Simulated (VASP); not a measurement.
# Cd (P6_3/mmc) in VASP: further runs

Cd is run at these levels: PBEsol; tasks: single point.

All numbers are computed with VASP 6.6.1; they aren't measurements. Logs are shortened: lines on timing, memory, paths and dates and some standing lists are left out, and cuts for length are marked.

## (1) The cell of the first run

Symmetry: P6_3/mmc, No. 194, hexagonal system. The conventional cell has a = 2.897 Å, b = 2.897 Å, c = 5.464 Å, α = 90.00°, β = 90.00°, γ = 120.00°. Cd (site symmetry -6m2) has 12 Cd at 2.90 to 3.20 Å within 3.8 Å.

## (2) Single point, PBEsol

INCAR

```
ALGO = Normal
EDIFF = 1E-7
ENCUT = 520
GGA = PS
ISIF = 2
ISMEAR = 1
LASPH = T
LCHARG = F
LREAL = F
LWAVE = F
NBANDS = 19
NELM = 80
PREC = Accurate
SIGMA = 0.1
```

KPOINTS

```
k-points
0
Gamma
  11 11 5
```

POSCAR

```
Cd
1.0
    2.8972156768      0.0000000000      0.0000000000
   -1.4486078384      2.5090622843      0.0000000000
    0.0000000000      0.0000000000      5.4636636196
Cd
2
Direct
    0.3333333333      0.6666666667      0.2500000000
    0.6666666667      0.3333333333      0.7500000000
```

Potentials or basis: VASP PAW PBE potentials, release 64 (Cd).

Launch:

```
> cat potpaw_PBE.64/Cd/POTCAR > POTCAR
> mpirun -np 1 vasp_std > vasp.out
```

OUTCAR:

```text
EDIFF = 1E-7
   ENCUT = 520
   GGA = PS
   ISIF = 2
   ISMEAR = 1
   LASPH = T
   LREAL = F
   NELM = 80
   PREC = Accurate

 ion  position               nearest neighbor table
   1  0.333  0.667  0.250-   2 3.20   2 3.20   2 3.20   2 3.20   2 3.20   2 3.20
   2  0.667  0.333  0.750-   1 3.20   1 3.20   1 3.20   1 3.20   1 3.20   1 3.20

  LATTYP: Found a hexagonal cell.
 ALAT       =     2.8972156768
 C/A-ratio  =     1.8858325472

  Lattice vectors:

 A1 = (   2.8972156768,   0.0000000000,   0.0000000000)
 A2 = (  -1.4486078384,   2.5090622843,   0.0000000000)
 A3 = (   0.0000000000,   0.0000000000,   5.4636636196)

Analysis of symmetry for initial positions (statically):
=====================================================================
 Subroutine PRICEL returns:
 Original cell was already a primitive cell.

 Routine SETGRP: Setting up the symmetry group for a
 hexagonal supercell.

 Subroutine GETGRP returns: Found 24 space group operations
 (whereof 12 operations were pure point group operations)
 out of a pool of 24 trial point group operations.

The static configuration has the point symmetry D_3d.
 The point group associated with its full space group is D_6h.

Analysis of symmetry for dynamics (positions and initial velocities):
=====================================================================
 Subroutine PRICEL returns:
 Original cell was already a primitive cell.

 Routine SETGRP: Setting up the symmetry group for a
 hexagonal supercell.

 Subroutine GETGRP returns: Found 24 space group operations
 (whereof 12 operations were pure point group operations)
 out of a pool of 24 trial point group operations.

The dynamic configuration has the point symmetry D_3d.
 The point group associated with its full space group is D_6h.

 Subroutine INISYM returns: Found 24 space group operations
 (whereof 12 operations are pure point group operations),
 and found     1 'primitive' translations

----------------------------------------------------------------------------------------

                                     Primitive cell

  volume of cell :      39.7170

  direct lattice vectors                    reciprocal lattice vectors
     2.897215677  0.000000000  0.000000000     0.345158977  0.199277636  0.000000000
    -1.448607838  2.509062284  0.000000000     0.000000000  0.398555272  0.000000000
     0.000000000  0.000000000  5.463663620     0.000000000  0.000000000  0.183027373

  length of vectors
     2.897215677  2.897215597  5.463663620     0.398555261  0.398555272  0.183027373

  position of ions in fractional coordinates (direct lattice)
     0.333333333  0.666666667  0.250000000
     0.666666667  0.333333333  0.750000000

  ion indices of the primitive-cell ions
   primitive index   ion index
                 1           1
                 2           2

----------------------------------------------------------------------------------------

 KPOINTS: k-points

Automatic generation of k-mesh.
 Grid dimensions read from file:
 generate k-points for:   11   11    5

 Generating k-lattice:

  Cartesian coordinates                     Fractional coordinates (reciprocal lattice)
     0.031378089  0.018116149  0.000000000     0.090909091  0.000000000  0.000000000
     0.000000000  0.036232297  0.000000000     0.000000000  0.090909091  0.000000000
     0.000000000  0.000000000  0.036605475     0.000000000  0.000000000  0.200000000

  Length of vectors
     0.036232296  0.036232297  0.036605475

  Shift w.r.t. Gamma in fractional coordinates (k-lattice)
     0.000000000  0.000000000  0.000000000

 Subroutine IBZKPT returns following result:
 ===========================================

 Found     48 irreducible k-points:

 Following reciprocal coordinates:
            Coordinates               Weight
  0.000000  0.000000  0.000000      1.000000
  0.090909 -0.000000  0.000000      6.000000
  0.181818 -0.000000  0.000000      6.000000
  0.272727  0.000000  0.000000      6.000000
  0.363636  0.000000  0.000000      6.000000
  0.454545  0.000000  0.000000      6.000000
[... 16 lines left out ...]
  0.090909  0.090909  0.200000     12.000000
  0.181818  0.090909  0.200000     24.000000
 [... further k-points ...]
   k-points           NKPTS =     48   k-points in BZ     NKDIM =     48   number of bands    NBANDS=     19
   number of dos      NEDOS =    301   number of ions     NIONS =      2
   total plane-waves  NPLWV =  24192
   dimension x,y,z NGX =    24 NGY =   24 NGZ =   42
   dimension x,y,z NGXF=    48 NGYF=   48 NGZF=   84
   ions per type =               2
   NGX,Y,Z   is equivalent  to a cutoff of  13.77, 13.77, 12.78 a.u.
   NGXF,Y,Z  is equivalent  to a cutoff of  27.54, 27.54, 25.56 a.u.
 SYSTEM =  unknown system
   PREC   = accura    normal or accurate (medium, high low for compatibility)
   ISTART =      0    job   : 0-new  1-cont  2-samecut
   ICHARG =      2    charge: 1-file 2-atom 10-const
   ISPIN  =      1    spin polarized calculation?
   LNONCOLLINEAR =      F non collinear calculations
   LSORBIT =      F    spin-orbit coupling
   LASPH  =      T    aspherical Exc in radial PAW
   ENCUT  =  520.0 eV  38.22 Ry    6.18 a.u.   5.39  5.39 10.16*2*pi/ulx,y,z
   NELM   =     80;   NELMIN=  2; NELMDL= -5     # of ELM steps
   EDIFF  = 0.1E-06   stopping-criterion for ELM
   LREAL  =      F    real-space projection
   EDIFFG = 0.1E-05   stopping-criterion for IOM
   NSW    =      0    number of steps for IOM
   IBRION =     -1    ionic relax: 0-MD 1-quasi-New 2-CG
   NFREE  =      0    steps in history (QN), initial steepest desc. (CG)
   ISIF   =      2    stress and relaxation
   ISYM   =      2    0-nonsym 1-usesym 2-fastsym
   POTIM  = 0.5000    time-step for ionic-motion
   TEBEG  =    0.0;   TEEND  =   0.0 temperature during run
   PSTRESS=    0.0 pullay stress
   NELECT =      24.0000    total number of electrons
   NUPDOWN=      -1.0000    fix difference up-down
   EMIN   =  10.00;   EMAX   =-10.00  energy-range for DOS
   EFERMI =   0.00;   METHOD = LEGACY
   ISMEAR =     1;   SIGMA  =   0.10  broadening in eV -4-tet -1-fermi 0-gaus
   EFERMI_NEDOS =   21; number of points for ismear=-14 and -15
   IALGO  =     38    algorithm
   IMIX   =      4    mixing-type and parameters
     AMIX     =   0.40;   BMIX     =  1.00
     AMIX_MAG =   1.60;   BMIX_MAG =  1.00
  volume/ion in A,a.u.               =      19.86       134.01
  Fermi-wavevector in a.u.,A,eV,Ry     =   1.384054  2.615484 26.063411  1.915607
  Thomas-Fermi vector in A             =   2.508595
   LORBIT       =      0    0 simple, 1 ext, 2 COOP (PROOUT), +10 PAW based schemes
   GGA     = PS    functional components
   LHFCALC =     F    Hartree Fock is set to
   AEXX    =    0.0000 exact exchange contribution
   IVDW    =     0    specifies the selected vdW correction
   LEPSILON=     F    determine dielectric tensor
   LRPA    =     F    only Hartree local field effects (RPA)
 non-spin polarized calculation
 Methfessel and Paxton  Order N= 1 SIGMA  =   0.10
  energy-cutoff  :      520.00
  volume of cell :       39.72
 maximum number of plane-waves:      1094
 NGX is ok and might be reduce to    24
   NGX = 11   NGY = 11   NGZ = 21

 number of electron      24.0000009 magnetization

 Free energy of the ion-electron system (eV)
  ---------------------------------------------------
  ext. energy  EPLUGINS =         0.00000000
  ---------------------------------------------------
  free energy    TOTEN  =        -2.34058754 eV

  energy without entropy =       -2.34068093  energy(sigma->0) =       -2.34061867

 E-fermi :   3.5176     XC(G=0): -11.6618

 val. band max:        3.4841341535   @ k =   0.1818   0.1818   0.0000
 cond. band min:       3.5727711427   @ k =   0.3636   0.2727   0.4000
 fundamental gap:      0.0886369892
 Fermi energy:         3.5176220666

 k-point     1 :       0.0000    0.0000    0.0000
  band No.  band energies     occupation
      1      -6.8189      2.00000
      2      -6.5368      2.00000
      3      -6.0159      2.00000
      4      -6.0144      2.00000
      5      -6.0144      2.00000
      6      -5.9515      2.00000
[... 11 lines left out ...]
     18      19.2065      0.00000
     19      19.6197      0.00000

 k-point     2 :       0.0909   -0.0000    0.0000
  band No.  band energies     occupation
      1      -6.7181      2.00000
      2      -6.4052      2.00000
      3      -6.0650      2.00000
      4      -5.9940      2.00000
      5      -5.9246      2.00000
      6      -5.8649      2.00000
[... 11 lines left out ...]
     18      19.0975      0.00000
     19      20.2266      0.00000

 k-point     3 :       0.1818   -0.0000    0.0000
  band No.  band energies     occupation
      1      -6.5678      2.00000
      2      -6.2706      2.00000
      3      -6.1559      2.00000
      4      -5.9326      2.00000
      5      -5.7234      2.00000
      6      -5.6766      2.00000
[... 11 lines left out ...]
     18      17.5295      0.00000
     19      17.9133      0.00000

 k-point     4 :       0.2727    0.0000    0.0000
  band No.  band energies     occupation
      1      -6.6689      2.00000
      2      -6.4258      2.00000
      3      -6.0805      2.00000
      4      -5.9516      2.00000
      5      -5.6730      2.00000
      6      -5.6685      2.00000
[... 11 lines left out ...]
     18      17.2629      0.00000
     19      17.3039      0.00000

 k-point     5 :       0.3636    0.0000    0.0000
  band No.  band energies     occupation
      1      -6.8369      2.00000
      2      -6.6072      2.00000
      3      -6.3663      2.00000
      4      -5.8413      2.00000
      5      -5.7474      2.00000
      6      -5.6678      2.00000
[... 11 lines left out ...]
     18      17.0489      0.00000
     19      17.9339      0.00000
[... 334 lines left out ...]
      2      -6.6405      2.00000
      3      -6.3872      2.00000
      4      -6.0386      2.00000
      5      -5.6193      2.00000
      6      -5.6030      2.00000
[... 11 lines left out ...]
     18      16.7154      0.00000
     19      16.9315      0.00000

 k-point    22 :       0.4545    0.0000    0.2000
  band No.  band energies     occupation
      1      -6.9145      2.00000
      2      -6.7565      2.00000
      3      -6.5147      2.00000
      4      -6.1161      2.00000
      5      -5.6607      2.00000
      6      -5.4977      2.00000
[... 11 lines left out ...]
     18      16.2592      0.00000
     19      16.9591      0.00000

 k-point    23 :       0.0909    0.0909    0.2000
  band No.  band energies     occupation
      1      -6.5254      2.00000
      2      -6.2879      2.00000
      3      -6.1142      2.00000
      4      -6.0630      2.00000
      5      -5.8367      2.00000
      6      -5.7431      2.00000
[... 11 lines left out ...]
     18      17.6596      0.00000
     19      19.7845      0.00000

 k-point    24 :       0.1818    0.0909    0.2000
  band No.  band energies     occupation
      1      -6.4673      2.00000
      2      -6.2530      2.00000
      3      -6.1588      2.00000
      4      -6.0232      2.00000
      5      -5.8478      2.00000
      6      -5.7454      2.00000
[... 11 lines left out ...]
     18      16.2370      0.00000
     19      18.2844      0.00000

 [... further k-points ...]
[... 5 lines left out ...]
  --------------------------------------------------------------------------------------
  -------------------------------------------------------------------------------------
  Total        1.5444344      1.5444343      0.4690452      0.0000000      0.0000000      0.0000000
  in kB       62.3022646     62.3022601     18.9212159      0.0000000      0.0000000      0.0000000
  external PRESSURE =      47.8419135 kB  Pullay stress =       0.0000000 kB

 VOLUME and BASIS-vectors are now :
 -----------------------------------------------------------------------------
  energy-cutoff  :      520.00
  volume of cell :       39.72
      direct lattice vectors                 reciprocal lattice vectors
     2.897215677  0.000000000  0.000000000     0.345158977  0.199277636  0.000000000
    -1.448607838  2.509062284  0.000000000     0.000000000  0.398555272  0.000000000
     0.000000000  0.000000000  5.463663620     0.000000000  0.000000000  0.183027373

 POSITION                                       TOTAL-FORCE (eV/Angst)
 -----------------------------------------------------------------------------------
     -0.00000      1.67271      1.36592         0.000000     -0.000000      0.000000
      1.44861      0.83635      4.09775         0.000000      0.000000      0.000000
 -----------------------------------------------------------------------------------
    total drift:                                0.000000     -0.000000      0.000000

  FREE ENERGIE OF THE ION-ELECTRON SYSTEM (eV)
  ---------------------------------------------------
  free  energy   TOTEN  =        -2.3405875414 eV

  energy  without entropy=       -2.3406809328  energy(sigma->0) =       -2.34061867
```

It took 13 s on 1 thread of Intel Xeon Platinum 8375C at 2.90GHz (Ice Lake), shared host; peak memory 0.17 GiB.

Results:

```
Free energy            : -2.3406 eV
Pressure               : 4.8 GPa
Band gap on the k mesh : zero (band 12 reaches 5.13 eV, above the bottom of band 13 at 0.45 eV)
```

Levels at points of the mesh, in eV from the Fermi level:
| k point | band 9 | band 10 | band 11 | band 12 | band 13 | band 14 | band 15 | band 16 |
| --- | --- | --- | --- | --- | --- | --- | --- | --- |
| (0.00, 0.00, 0.00) | -8.90 | -8.59 | -8.59 | -3.57 | -3.07 | 10.94 | 14.71 | 15.64 |

Caveat: the PAW data sets were made with another functional, which shifts forces and pressure a little.

(Part 1 of 2 ends here.)
